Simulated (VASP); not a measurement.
Here is a VASP 6.6.1 calculation.

Contents of INCAR:

```
ALGO = Normal
EDIFF = 1E-6
ENCUT = 520
GGA = CA
ISIF = 2
ISMEAR = -1
LASPH = T
LCHARG = T
LELF = T
LREAL = F
LVHAR = T
LWAVE = F
NBANDS = 13
NELM = 80
PREC = Accurate
SIGMA = 0.1
```

KPOINTS

```
k-points
0
Gamma
  15 15 15
```

POSCAR

```
Mo
1.0
    0.0000000000      1.9140139272      1.9140139272
    1.9140139272      0.0000000000      1.9140139272
    1.9140139272      1.9140139272      0.0000000000
Mo
1
Direct
    0.0000000000      0.0000000000      0.0000000000
```

Potentials or basis: VASP PAW LDA potentials, release 64 (Mo_sv).

Command:

```sh
$ cat potpaw_LDA.64/Mo_sv/POTCAR > POTCAR
$ mpirun -np 1 vasp_std > vasp.out
```

**Question.** Predict the pressure.

**Answer.** 28.3 GPa.

**Question.** Predict the band gap on the k mesh.

**Answer.** Zero (band 7 reaches 18.57 eV, above the bottom of band 8 at 12.89 eV).
